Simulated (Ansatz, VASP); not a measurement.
# One calculation of NbC2, two programs

```
Nb C
1.0
    -2.27604    2.27604    2.86095
     2.27604   -2.27604    2.86095
     2.27604    2.27604   -2.86095
Nb C
2 4
Cartesian
  0.0000 0.0000 4.2914
  0.0000 0.0000 1.4305
  0.4893 2.7653 0.0000
  1.7867 -0.4893 2.8609
  0.4893 1.7867 2.8609
  1.7867 0.4893 0.0000
```

Change from the starting cell: species swapped into the MnSn2 type (I4/mcm, No. 140).

Alike in both runs: functional PBE; k mesh 5 × 5 × 5; occupations gaussian, width 0.2 eV; no spin polarisation.

Ansatz relaxed the structure, and its values are those at the end. VASP's run is a single point on that final structure, the one shown.

```csv
,VASP,Ansatz
version,VASP 6.6.1,Ansatz 0.2.0
potentials or method,"VASP PAW PBE potentials, release 64 (Nb_sv, C), cutoff 600 eV","scalar-relativistic, plane waves, PAW"
valence electrons in the cell,42,42
```

```csv
,VASP,Ansatz,Ansatz less VASP
gap on the k mesh at the Fermi level (eV),none,none,-
pressure (GPa),-0.1,0.2,+0.30
rms of the force components (eV/Å),0.027,0.010,-0.0170
```

A gap of «none» marks a metal or a gap that the smearing closes.

The k mesh is coarse, so the values compare programs but aren't converged.
